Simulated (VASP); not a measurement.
# KMgPd3 (Pm-3m) in VASP: a series of runs, part 2 of 3

VASP 6.6.1. The steps go on from the part before.

### Step 3. Single point, PBE

This run uses another cell than the first one, of 23.21 Å³/atom.

Input file INCAR:

```
PREC = Accurate
ENCUT = 600
EDIFF = 1E-6
ISMEAR = 0
SIGMA = 0.1
LREAL = False
LASPH = True
NELM = 120
ALGO = Normal
ISIF = 2
LWAVE = False
LCHARG = False
GGA = PE
NBANDS = 28
GGA_COMPAT = False
```

Input file KPOINTS:

```
regular mesh
0
Gamma
  4 4 4
```

Input file POSCAR:

```
KMgPd3
1.0
    4.8774430525      0.0000000000      0.0000000000
    0.0000000000      4.8774430525      0.0000000000
    0.0000000000      0.0000000000      4.8774430525
K Mg Pd
1 1 3
Direct
    0.5000000000      0.5000000000      0.5000000000
    0.0000000000      0.0000000000      0.0000000000
    0.5000000000      0.0000000000      0.0000000000
    0.0000000000      0.5000000000      0.0000000000
    0.0000000000      0.0000000000      0.5000000000
```

Potentials or basis: VASP PAW PBE potentials, release 64 (K_sv, Mg, Pd).

On the command line:

```sh
$ cat potpaw_PBE.64/K_sv/POTCAR potpaw_PBE.64/Mg/POTCAR potpaw_PBE.64/Pd/POTCAR > POTCAR
$ mpirun -np 1 vasp_std > vasp.out
```

OUTCAR:

```text
PREC = Accurate
   ENCUT = 600
   EDIFF = 1E-6
   ISMEAR = 0
   LREAL = False
   LASPH = True
   NELM = 120
   ISIF = 2
   GGA = PE

 ion  position               nearest neighbor table
   1  0.500  0.500  0.500-   3 3.45   4 3.45   5 3.45   3 3.45   4 3.45   3 3.45   5 3.45   3 3.45
                             4 3.45   5 3.45   4 3.45   5 3.45
   2  0.000  0.000  0.000-   3 2.44   4 2.44   5 2.44   5 2.44   4 2.44   3 2.44
   3  0.500  0.000  0.000-   2 2.44   2 2.44   1 3.45   1 3.45   1 3.45   1 3.45
   4  0.000  0.500  0.000-   2 2.44   2 2.44   1 3.45   1 3.45   1 3.45   1 3.45
   5  0.000  0.000  0.500-   2 2.44   2 2.44   1 3.45   1 3.45   1 3.45   1 3.45

  LATTYP: Found a simple cubic cell.
[... 496 lines left out ...]
  -------------------------------------------------------------------------------------
  Total        0.0242177      0.0242177      0.0242177      0.0000000      0.0000000      0.0000000
  in kB        0.3343998      0.3343998      0.3343998      0.0000000      0.0000000      0.0000000
  external PRESSURE =       0.3343998 kB  Pullay stress =       0.0000000 kB

 VOLUME and BASIS-vectors are now :
 -----------------------------------------------------------------------------
  energy-cutoff  :      600.00
  volume of cell :      116.03
      direct lattice vectors                 reciprocal lattice vectors
     4.877443053  0.000000000  0.000000000     0.205025459  0.000000000  0.000000000
     0.000000000  4.877443053  0.000000000     0.000000000  0.205025459  0.000000000
     0.000000000  0.000000000  4.877443053     0.000000000  0.000000000  0.205025459

 POSITION                                       TOTAL-FORCE (eV/Angst)
 -----------------------------------------------------------------------------------
      2.43872      2.43872      2.43872         0.000000      0.000000      0.000000
      0.00000      0.00000      0.00000         0.000000      0.000000      0.000000
      2.43872      0.00000      0.00000         0.000000      0.000000      0.000000
      0.00000      2.43872      0.00000         0.000000      0.000000      0.000000
      0.00000      0.00000      2.43872         0.000000      0.000000      0.000000
 -----------------------------------------------------------------------------------
    total drift:                               -0.000000      0.000000     -0.000000

  FREE ENERGIE OF THE ION-ELECTRON SYSTEM (eV)
  ---------------------------------------------------
  free  energy   TOTEN  =       -17.2418447562 eV

  energy  without entropy=      -17.2385290231  energy(sigma->0) =      -17.24018689
```

OSZICAR:

```text
N       E                     dE             d eps       ncg     rms          rms(c)
DAV:   1     0.276458050517E+03    0.27646E+03   -0.20669E+04   560   0.147E+03
DAV:   2    -0.295694635942E+01   -0.27941E+03   -0.26511E+03   596   0.335E+02
DAV:   3    -0.166145939949E+02   -0.13658E+02   -0.13479E+02   760   0.657E+01
DAV:   4    -0.173159478474E+02   -0.70135E+00   -0.69954E+00   856   0.969E+00
DAV:   5    -0.173298877103E+02   -0.13940E-01   -0.13939E-01   708   0.101E+00    0.520E+00
DAV:   6    -0.172694813833E+02    0.60406E-01   -0.77323E-02   688   0.182E+00    0.304E+00
DAV:   7    -0.172446678569E+02    0.24814E-01   -0.52850E-02   688   0.118E+00    0.113E+00
DAV:   8    -0.172419797906E+02    0.26881E-02   -0.17001E-02   792   0.821E-01    0.199E-01
DAV:   9    -0.172418405400E+02    0.13925E-03   -0.97149E-04   660   0.208E-01    0.456E-02
DAV:  10    -0.172418407122E+02   -0.17223E-06   -0.51097E-05   740   0.404E-02    0.184E-02
DAV:  11    -0.172418446318E+02   -0.39196E-05   -0.12896E-05   724   0.253E-02    0.345E-03
DAV:  12    -0.172418447562E+02   -0.12436E-06   -0.30765E-07   384   0.425E-03
   1 F= -.17241845E+02 E0= -.17240187E+02  d E =-.331573E-02
```

stdout:

```text
POSCAR found type information on POSCAR K MgPd
 POSCAR found :  3 types and       5 ions
 scaLAPACK will be used
 LDA part: xc-table for (Slater+PW92), standard interpolation
 POSCAR, INCAR and KPOINTS ok, starting setup
 FFT: planning ... GRIDC
 FFT: planning ... GRID_SOFT
 FFT: planning ... GRID
 WAVECAR not read
 entering main loop
```

It took 35 s on 1 thread of Intel Xeon Platinum 8259CL at 2.50GHz (Skylake/Cascade Lake), shared host; peak memory 0.26 GiB.

What came out:

| Property | Result |
| --- | --- |
| Free energy | -17.2418 eV |
| Pressure | 0.0 GPa |
| Band gap on the k mesh | zero (an odd number of electrons rules out a gap without spin polarisation) |

### Step 4. Relaxation of cell and atoms, PBE

Input file INCAR:

```
SYSTEM = KMgPd3
  ALGO = Normal
  EDIFF = 1E-7
  EDIFFG = -0.04
  ENCUT = 600
  GGA = PE
  GGA_COMPAT = .FALSE.
  IBRION = 2
  ISIF = 3
  ISMEAR = 0
  LASPH = .TRUE.
  LCHARG = .FALSE.
  LREAL = .FALSE.
  LWAVE = .FALSE.
  NELM = 120
  NELMIN = 4
  NSW = 90
  PREC = Accurate
  SIGMA = 0.1
```

Input file KPOINTS:

```
k-points
0
G
  4 4 4
  0 0 0
```

Changes to POSCAR since step 3:

```diff
@@ -2,5 +2,5 @@
 1.0
-    4.8774430525      0.0000000000      0.0000000000
-    0.0000000000      4.8774430525      0.0000000000
-    0.0000000000      0.0000000000      4.8774430525
+    4.2936964100      0.0000000000      0.0000000000
+    0.0000000000      4.2936964100      0.0000000000
+    0.0000000000      0.0000000000      4.2936964100
 K Mg Pd
```

On the command line:

```sh
$ cat potpaw_PBE.64/K_sv/POTCAR potpaw_PBE.64/Mg/POTCAR potpaw_PBE.64/Pd/POTCAR > POTCAR
$ mpirun -np 1 vasp_std > vasp.out
```

It took 88 s on 1 thread of Intel Xeon Platinum 8259CL at 2.50GHz (Skylake/Cascade Lake), shared host; peak memory 0.22 GiB.

It converged, with:

```yaml
Free_energy: -17.2303 eV
Relaxed_volume: 23.32 Å³/atom
Relaxed_cell: a = 4.886 Å, b = 4.886 Å, c = 4.886 Å, α = 90.00°, β = 90.00°, γ = 90.00°
Space_group_after_relaxing_to_0.1_Å: Pm-3m (No. 221)
Energy_gained_by_relaxing: 620.3 meV/atom
Ionic_steps: 4
Pressure_after_relaxing: -0.1 GPa
Band_gap_on_the_k_mesh: zero (an odd number of electrons rules out a gap without spin polarisation)
```

The path:
| step | energy change (eV) | largest force (eV/Å) | pressure (GPa) | volume (Å³) |
| --- | --- | --- | --- | --- |
| 1 | 0.0000 | 0.0000 | 38.75 | 79.16 |
| 2 | -2.8953 | 0.0000 | -3.85 | 131.62 |
| 3 | -3.0967 | 0.0000 | 0.76 | 114.16 |
| 4 | -3.1014 | 0.0000 | -0.13 | 116.62 |

Final structure:
```xyz
5
Lattice="4.8857 0.0000 0.0000 0.0000 4.8857 0.0000 0.0000 0.0000 4.8857" Properties=species:S:1:pos:R:3 pbc="T T T"
K     2.4429    2.4429    2.4429
Mg    0.0000    0.0000    0.0000
Pd    2.4429    0.0000    0.0000
Pd    0.0000    2.4429    0.0000
Pd    0.0000    0.0000    2.4429
```

Levels at points of the mesh, in eV from the Fermi level:
| k point | band 17 | band 18 | band 19 | band 20 | band 21 | band 22 | band 23 | band 24 |
| --- | --- | --- | --- | --- | --- | --- | --- | --- |
| (0.00, 0.00, 0.00) | -0.87 | -0.87 | -0.87 | -0.66 | 1.70 | 1.70 | 1.70 | 3.17 |
| (0.50, 0.00, 0.00) | -1.27 | -1.22 | -1.22 | -1.04 | -0.87 | 2.90 | 2.90 | 3.84 |
| (0.50, 0.50, 0.00) | -1.43 | -1.27 | -1.20 | -1.04 | 0.38 | 0.38 | 1.17 | 4.97 |
| (0.50, 0.50, 0.50) | -1.08 | -0.81 | -0.81 | -0.81 | 1.39 | 1.39 | 1.39 | 1.85 |

Caveat: the k points lie up to 0.32 Å⁻¹ apart in the final cell, too coarse for converged energies and pressures of a metal; the volume moved by over 15 % at a fixed basis, so the end points are rough.

### Step 5. Single point, PBE

This run uses another cell than the first one, of 23.24 Å³/atom.

Input file INCAR:

```
SYSTEM = KMgPd3
PREC = Accurate
ENCUT = 600
EDIFF = 1E-6
ISMEAR = 0
SIGMA = 0.1
LREAL = .FALSE.
LASPH = .TRUE.
NELM = 120
ALGO = Normal
ISIF = 2
LWAVE = .FALSE.
LCHARG = .TRUE.
GGA = PE
LELF = .TRUE.
LVHAR = .TRUE.
NBANDS = 28
GGA_COMPAT = .FALSE.
```

Input file KPOINTS:

```
Automatic mesh
0
G
  8 8 8
  0 0 0
```

Changes to POSCAR since step 4:

```diff
@@ -2,5 +2,5 @@
 1.0
-    4.2936964100      0.0000000000      0.0000000000
-    0.0000000000      4.2936964100      0.0000000000
-    0.0000000000      0.0000000000      4.2936964100
+    4.8796562355      0.0000000000      0.0000000000
+    0.0000000000      4.8796562355      0.0000000000
+    0.0000000000      0.0000000000      4.8796562355
 K Mg Pd
```

Potentials or basis: VASP PAW PBE potentials, release 64 (K_sv, Mg, Pd).

On the command line:

```sh
$ cat potpaw_PBE.64/K_sv/POTCAR potpaw_PBE.64/Mg/POTCAR potpaw_PBE.64/Pd/POTCAR > POTCAR
$ mpirun -np 1 vasp_std > vasp.out
```

OUTCAR:

```text
SYSTEM = KMgPd3
   PREC = Accurate
   ENCUT = 600
   EDIFF = 1E-6
   ISMEAR = 0
   LREAL = .FALSE.
   LASPH = .TRUE.
   NELM = 120
   ISIF = 2
   GGA = PE

 ion  position               nearest neighbor table
   1  0.500  0.500  0.500-   3 3.45   4 3.45   5 3.45   3 3.45   4 3.45   3 3.45   5 3.45   3 3.45
                             4 3.45   5 3.45   4 3.45   5 3.45
   2  0.000  0.000  0.000-   3 2.44   4 2.44   5 2.44   5 2.44   4 2.44   3 2.44
   3  0.500  0.000  0.000-   2 2.44   2 2.44   1 3.45   1 3.45   1 3.45   1 3.45
   4  0.000  0.500  0.000-   2 2.44   2 2.44   1 3.45   1 3.45   1 3.45   1 3.45
   5  0.000  0.000  0.500-   2 2.44   2 2.44   1 3.45   1 3.45   1 3.45   1 3.45

  LATTYP: Found a simple cubic cell.
 ALAT       =     4.8796562355

  Lattice vectors:

 A1 = (   4.8796562355,   0.0000000000,   0.0000000000)
 A2 = (   0.0000000000,   4.8796562355,   0.0000000000)
 A3 = (   0.0000000000,   0.0000000000,   4.8796562355)

Analysis of symmetry for initial positions (statically):
=====================================================================
 Subroutine PRICEL returns:
[... 174 lines left out ...]
  free energy    TOTEN  =       -17.18746942 eV

  energy without entropy =      -17.17920111  energy(sigma->0) =      -17.18333527

 E-fermi :   3.2430     XC(G=0):  -9.6280

 val. band max:        3.2220701228   @ k =   0.2500   0.0000   0.0000
 cond. band min:       3.2980070599   @ k =   0.3750   0.3750   0.1250
 fundamental gap:      0.0759369371
 Fermi energy:         3.2430020339

 k-point     1 :       0.0000    0.0000    0.0000
  band No.  band energies     occupation
      1     -26.1939      2.00000
      2      -9.7187      2.00000
      3      -9.7187      2.00000
      4      -9.7187      2.00000
      5      -2.0327      2.00000
      6       0.5685      2.00000
[... 733 lines left out ...]
     27       9.8340      0.00000
     28      10.5804      0.00000

 [... further k-points ...]
[... 5 lines left out ...]
  --------------------------------------------------------------------------------------
  -------------------------------------------------------------------------------------
  Total        0.0491466      0.0491466      0.0491466     -0.0000000     -0.0000000     -0.0000000
  in kB        0.6776988      0.6776988      0.6776988     -0.0000000     -0.0000000     -0.0000000
  external PRESSURE =       0.6776988 kB  Pullay stress =       0.0000000 kB

 VOLUME and BASIS-vectors are now :
 -----------------------------------------------------------------------------
  energy-cutoff  :      600.00
  volume of cell :      116.19
      direct lattice vectors                 reciprocal lattice vectors
     4.879656235  0.000000000  0.000000000     0.204932469  0.000000000  0.000000000
     0.000000000  4.879656235  0.000000000     0.000000000  0.204932469  0.000000000
     0.000000000  0.000000000  4.879656235     0.000000000  0.000000000  0.204932469

 POSITION                                       TOTAL-FORCE (eV/Angst)
 -----------------------------------------------------------------------------------
      2.43983      2.43983      2.43983         0.000000      0.000000      0.000000
      0.00000      0.00000      0.00000         0.000000      0.000000      0.000000
      2.43983      0.00000      0.00000         0.000000      0.000000      0.000000
      0.00000      2.43983      0.00000         0.000000      0.000000      0.000000
      0.00000      0.00000      2.43983         0.000000      0.000000      0.000000
 -----------------------------------------------------------------------------------
    total drift:                               -0.000000      0.000000     -0.000000

  FREE ENERGIE OF THE ION-ELECTRON SYSTEM (eV)
  ---------------------------------------------------
  free  energy   TOTEN  =       -17.1874694208 eV

  energy  without entropy=      -17.1792011108  energy(sigma->0) =      -17.18333527
```

It took 94 s on 1 thread of Intel Xeon Platinum 8259CL at 2.50GHz (Skylake/Cascade Lake), shared host; peak memory 0.33 GiB.

What came out:

```
Free energy            : -17.1875 eV
Pressure               : 0.1 GPa
Band gap on the k mesh : zero (an odd number of electrons rules out a gap without spin polarisation)
```

Levels at points of the mesh, in eV from the Fermi level:
```
           k point  band 17  band 18  band 19  band 20  band 21  band 22  band 23  band 24
(0.00, 0.00, 0.00)    -0.82    -0.82    -0.82    -0.61     1.75     1.75     1.75     3.23
(0.50, 0.00, 0.00)    -1.23    -1.17    -1.17    -0.99    -0.82     2.96     2.96     3.90
(0.50, 0.50, 0.00)    -1.38    -1.23    -1.16    -1.00     0.44     0.44     1.21     5.04
(0.50, 0.50, 0.50)    -1.04    -0.77    -0.77    -0.77     1.44     1.44     1.44     1.90
```

(Continued in part 3 of 3.)
